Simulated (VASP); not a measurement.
Wanted: the native input for a VASP 6.6.1 run.

```yaml
Task: single point
Functional: PBE
Potentials_or_basis: VASP PAW PBE potentials, release 64 (W_sv)
Cutoff: 520 eV
k_mesh: 22 × 22 × 22
Occupations: fermi-dirac, width 0.1 eV
Spin: no spin polarisation
Dipole_correction: no
Further_INCAR_settings: ALGO = Normal; EDIFF = 1e-06; NBANDS = 13
```

The structure of W lies in POSCAR:

```
W
1.0
    0.0000000000      2.0190120703      2.0190120703
    2.0190120703      0.0000000000      2.0190120703
    2.0190120703      2.0190120703      0.0000000000
W
1
Direct
    0.0000000000      0.0000000000      0.0000000000
```

The input as run:

INCAR

```
  ALGO = Normal
  EDIFF = 1E-6
  ENCUT = 520
  GGA = PE
  ISIF = 2
  ISMEAR = -1
  LASPH = True
  LCHARG = True
  LELF = True
  LREAL = False
  LVHAR = True
  LWAVE = False
  NBANDS = 13
  NELM = 100
  PREC = Accurate
  SIGMA = 0.1
```

KPOINTS

```
k-points
0
Gamma
  22 22 22
```

Potentials or basis: VASP PAW PBE potentials, release 64 (W_sv).

Command:

```console
$ cat potpaw_PBE.64/W_sv/POTCAR > POTCAR
$ mpirun -np 1 vasp_std > vasp.out
```

Results of the run:

```yaml
Pressure: 0.3 GPa
Band_gap_on_the_k_mesh: zero (band 7 reaches 13.48 eV, above the bottom of band 8 at 9.90 eV)
```

Caveat: spin-orbit coupling is left out, which moves the levels of the heavy elements.

Run time: 32 s on 1 thread of Intel(R) Xeon(R) Platinum 8488C (Sapphire Rapids), with other jobs on the host, peak memory 0.19 GiB.
